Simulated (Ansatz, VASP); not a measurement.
## CrO2 in VASP and in Ansatz

INCAR

```
PREC     = Accurate       # precision mode
ENCUT    = 520            # plane-wave cutoff, eV
EDIFF    = 1E-7           # SCF threshold, eV
ISMEAR   = -1             # smearing method
SIGMA    = 0.05           # smearing width, eV
LREAL    = False          # projectors in reciprocal space
LASPH    = True           # aspherical terms in the spheres
NELM     = 150            # most SCF steps
ALGO     = Normal         # electronic algorithm
ISIF     = 2              # what is computed and relaxed
LWAVE    = False          # write WAVECAR
LCHARG   = True           # write CHGCAR
ISPIN    = 2              # spin polarisation
MAGMOM   = 3 3 0 0 0 0    # initial moments
LORBIT   = 11             # projections on sites
LMAXMIX  = 4              # l up to which the mixer works
GGA      = PE             # functional
LELF     = True           # ELF
LVHAR    = True         
NBANDS   = 37             # bands
```

KPOINTS

```
Automatic mesh
0
Gamma
  6 6 9
```

Contents of POSCAR:

```
CrO2
1.0
    4.4413330830      0.0000000000      0.0000000000
    0.0000000000      4.4413330830      0.0000000000
    0.0000000000      0.0000000000      2.9750735420
Cr O
2 4
Direct
    0.5000000000      0.0000000000      0.7615495000
    0.0000000000      0.5000000000      0.2384505000
    0.7982930000      0.7017070000      0.7463765000
    0.2017070000      0.2982930000      0.7463765000
    0.2982930000      0.7982930000      0.2536235000
    0.7017070000      0.2017070000      0.2536235000
```

The input input.yaml:

```yaml
crystal:
  lattice:
    - [4.441333083, 0.0, 0.0]
    - [0.0, 4.441333083, 0.0]
    - [0.0, 0.0, 2.975073542]
  atoms:
    - { symbol: Cr, position: [0.5, 0.0, 0.7615495], spin: 3.0 }
    - { symbol: Cr, position: [0.0, 0.5, 0.2384505], spin: 3.0 }
    - { symbol: O, position: [0.798293, 0.701707, 0.7463765] }
    - { symbol: O, position: [0.201707, 0.298293, 0.7463765] }
    - { symbol: O, position: [0.298293, 0.798293, 0.2536235] }
    - { symbol: O, position: [0.701707, 0.201707, 0.2536235] }
hamiltonian:
  xc: pbe
  pseudopotentials: { kind: paw }
magnetization:
  spin_polarized: true
kpoints:
  mp_grid: { grid: [6, 6, 9] }
scf:
  occupations: { method: fermi_dirac, width: 0.05 }
output:
  forces: true
  stress: true
  eigenvalues: true
```

Alike in both runs: task single point; functional PBE; k mesh 6 × 6 × 9; occupations fermi-dirac, width 0.05 eV; collinear spin.

|  | VASP | Ansatz |
| --- | --- | --- |
| version | VASP 6.6.1 | Ansatz 0.2.0 |
| potentials or method | VASP PAW PBE potentials, release 64 (Cr_pv, O) | Ansatz PAW |
| plane-wave cutoff (eV) | 520 | 420 |
| valence electrons in the cell | 48 | 52 |

|  | VASP | Ansatz | Ansatz less VASP |
| --- | --- | --- | --- |
| gap on the k mesh at the Fermi level (eV) | none | none | - |
| pressure (GPa) | -4.2 | -4.8 | -0.62 |
| traceless stress, the component that is largest in VASP (GPa) | -3.76 | -3.82 | -0.069 |
| rms of the force components (eV/Å) | 0.290 | 0.292 | +0.0018 |
| net moment per atom (μB) | 0.67 | 0.67 | 0.000 |
| size of the moment on the site where the two differ most (μB) | 2.12 | 1.74 | -0.384 |

Site moments also hang on the region over which each program counts them. Atom by atom the forces differ by 0.005 eV/Å (rms over components). A gap of «none» marks a metal or a gap that the smearing closes. VASP's potentials hold 48 valence electrons a cell and Ansatz's 52, so a difference there can come from the potentials and not from the codes.
